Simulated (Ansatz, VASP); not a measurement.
**TiAl3 in VASP and in Ansatz**

The input INCAR:

```
PREC = Accurate
ENCUT = 520
EDIFF = 1E-7
ISMEAR = -1
SIGMA = 0.05
LREAL = False
LASPH = True
NELM = 60
ALGO = Normal
ISIF = 2
LWAVE = False
LCHARG = True
GGA = CA
LELF = True
LVHAR = True
NBANDS = 18
```

The input KPOINTS:

```
regular mesh
0
Gamma
  9 6 6
```

Contents of POSCAR:

```
TiAl3
1.0
    2.8584833560      0.0000000000      0.0000000000
    0.0000000000      4.7122666518      0.0000000000
    0.0000000000      0.0000000000      4.9331981909
Ti Al
1 3
Direct
    0.0000000000      0.5000000000      0.1659160000
    0.0000000000      0.0000000000      0.8359000000
    0.5000000000      0.0000000000      0.3309120000
    0.5000000000      0.5000000000      0.6672710000
```

File input.yaml:

```yaml
crystal:
  lattice:
    - [2.858483356, 0.0, 0.0]
    - [0.0, 4.7122666518, 0.0]
    - [0.0, 0.0, 4.9331981909]
  atoms:
    - { symbol: Ti, position: [0.0, 0.5, 0.165916] }
    - { symbol: Al, position: [0.0, 0.0, 0.8359] }
    - { symbol: Al, position: [0.5, 0.0, 0.330912] }
    - { symbol: Al, position: [0.5, 0.5, 0.667271] }
kpoints:
  mp_grid: { grid: [9, 6, 6] }
scf:
  occupations: { method: fermi_dirac, width: 0.05 }
hamiltonian:
  xc: lda
  pseudopotentials: { kind: all_electron, lapw: { basis_error: 0.002 } }
output:
  forces: true
  stress: true
  eigenvalues: true
```

Change from the starting cell: volume scaled by 1.02.

Alike in both runs: task single point; functional LDA; k mesh 9 × 6 × 6; occupations fermi-dirac, width 0.05 eV; no spin polarisation.

```csv
,VASP,Ansatz
version,VASP 6.6.1,Ansatz 0.2.0
potentials or method,"VASP PAW LDA potentials, release 64 (Ti_sv, Al), cutoff 520 eV","all-electron LAPW, scalar-relativistic"
```

|  | VASP | Ansatz | Ansatz less VASP |
| --- | --- | --- | --- |
| gap on the k mesh at the Fermi level (eV) | none | none | - |
| pressure (GPa) | -6.6 | -6.7 | -0.10 |
| traceless stress, the component that is largest in VASP (GPa) | -1.99 | -2.00 | -0.003 |
| rms of the force components (eV/Å) | 0.033 | 0.034 | +0.0009 |

LDA's correlation is that of Perdew and Zunger in VASP and of Perdew and Wang (1992) in Ansatz. Atom by atom the forces differ by 0.001 eV/Å (rms over components). A gap of «none» marks a metal or a gap that the smearing closes. Ansatz ran all-electron here, and VASP with PAW potentials.
